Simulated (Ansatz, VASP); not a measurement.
# One calculation of Ga, two programs

```
CELL_PARAMETERS angstrom
-1.38440 1.38440 2.31122
1.38440 -1.38440 2.31122
1.38440 1.38440 -2.31122
ATOMIC_POSITIONS crystal
Ga 0.00000 0.00000 0.00000
```

Alike in both runs: task relaxation of cell and atoms; functional revPBE; dispersion D4; k mesh 13 × 13 × 13; occupations fermi-dirac, width 0.05 eV; no spin polarisation.

```csv
,VASP,Ansatz
version,VASP 6.6.1,Ansatz 0.2.0
potentials or method,"VASP PAW PBE potentials, release 64 (Ga_d)",Ansatz PAW
plane-wave cutoff (eV),600,420
valence electrons in the cell,13,13
```

VASP gave:

* gap on the k mesh at the Fermi level, each at its own relaxed structure (eV): none
* relaxed volume (Å³/atom): 17.10
* relaxed cell length with the largest relative difference (Å): 2.969

What did Ansatz give for the same quantities?

gap on the k mesh at the Fermi level, each at its own relaxed structure (eV): none; relaxed volume (Å³/atom): 17.06; relaxed cell length with the largest relative difference (Å): 2.967.

VASP's potentials were made for PBE, not for revPBE. A gap of «none» marks a metal or a gap that the smearing closes.

Noted on Ansatz's run: the plane-wave basis is chosen anew once the cell has moved, so the energies of steps on either side of that aren't comparable.
